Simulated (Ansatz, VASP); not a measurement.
**Two plane-wave programs on SiC**

```
Si C
1.0
     3.07662    0.00000    0.00000
    -1.53831    2.66443    0.00000
     0.00000    0.00000   15.09808
Si C
6 6
Direct
  0.33333 0.66667 0.83299
  0.66667 0.33333 0.33299
  0.66667 0.33333 0.66650
  0.33333 0.66667 0.16650
  0.00000 0.00000 0.49973
  0.00000 0.00000 0.99973
  0.00000 0.00000 0.87437
  0.00000 0.00000 0.37437
  0.33333 0.66667 0.70800
  0.66667 0.33333 0.20800
  0.66667 0.33333 0.54152
  0.33333 0.66667 0.04152
```

Alike in both runs: task single point; functional PBE; k mesh 6 × 6 × 2; occupations gaussian, width 0.1 eV; no spin polarisation.

```csv
,VASP,Ansatz
version,VASP 6.6.1,Ansatz 0.2.0
potentials or method,"VASP PAW PBE potentials, release 64 (Si, C), cutoff 520 eV","scalar-relativistic, plane waves, PAW"
valence electrons in the cell,48,48
```

```csv
,VASP,Ansatz,Ansatz less VASP
gap on the k mesh at the Fermi level (eV),2.02,2.02,+0.002
least direct gap on the mesh (eV),3.12,3.12,+0.003
pressure (GPa),3.9,3.9,+0.06
"traceless stress, the component that is largest in VASP (GPa)",-0.16,-0.17,-0.003
```
